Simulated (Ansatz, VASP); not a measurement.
# C in VASP and in Ansatz

```
CELL_PARAMETERS angstrom
1.25978 0.72734 9.53767
-1.25978 0.72734 9.53767
0.00000 -1.45467 9.53767
ATOMIC_POSITIONS crystal
C 0.02483 0.02483 0.02483
C 0.97517 0.97517 0.97517
C 0.10868 0.10868 0.10868
C 0.89132 0.89132 0.89132
C 0.15837 0.15837 0.15837
C 0.84163 0.84163 0.84163
C 0.37486 0.37486 0.37486
C 0.62514 0.62514 0.62514
C 0.42532 0.42532 0.42532
C 0.57468 0.57468 0.57468
```

Alike in both runs: task single point; functional PBE; k mesh 12 × 12 × 12; occupations gaussian, width 0.05 eV; no spin polarisation.

|  | VASP | Ansatz |
| --- | --- | --- |
| version | VASP 6.6.1 | Ansatz 0.2.0 |
| potentials or method | VASP PAW PBE potentials, release 64 (C), cutoff 520 eV | scalar-relativistic, plane waves, PAW |
| valence electrons in the cell | 40 | 40 |

```tsv
	VASP	Ansatz	Ansatz less VASP
gap on the k mesh at the Fermi level (eV)	3.53	3.55	+0.013
least direct gap on the mesh (eV)	4.48	4.49	+0.008
rms of the force components (eV/Å)	0.625	0.610	-0.0146
```

Atom by atom the forces differ by 0.015 eV/Å (rms over components).
